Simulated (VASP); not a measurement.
A run of VASP 6.6.1 is set up as follows.

INCAR

```
SYSTEM = Te
PREC = Accurate
ENCUT = 600
EDIFF = 1E-7
ISMEAR = -1
SIGMA = 0.1
LREAL = .False.
LASPH = .True.
NELM = 80
ALGO = Normal
ISIF = 3
LWAVE = .False.
LCHARG = .False.
GGA = PS
IBRION = 2
NSW = 60
EDIFFG = -0.005
```

File KPOINTS:

```
Automatic mesh
0
Gamma
  15 15 15
  0 0 0
```

Contents of POSCAR:

```
Te
1.0
   -1.9354383203      1.9354383203      1.9354383203
    1.9354383203     -1.9354383203      1.9354383203
    1.9354383203      1.9354383203     -1.9354383203
Te
1
Direct
    0.0000000000      0.0000000000      0.0000000000
```

Potentials or basis: VASP PAW PBE potentials, release 64 (Te).

The run is started by

```sh
$ cat potpaw_PBE.64/Te/POTCAR > POTCAR
$ mpirun -np 1 vasp_std > vasp.out
```

(1) Predict the relaxed volume.

(2) Estimate the relaxed cell.

(3) Predict the space group after relaxing (to 0.1 Å).

## Answers

(1) 27.08 Å³/atom.

(2) a = 3.277 Å, b = 3.277 Å, c = 3.277 Å, α = 109.47°, β = 109.47°, γ = 109.47°.

(3) Im-3m (No. 229).

Caveat: the PAW data sets were made with another functional, which shifts forces and pressure a little.
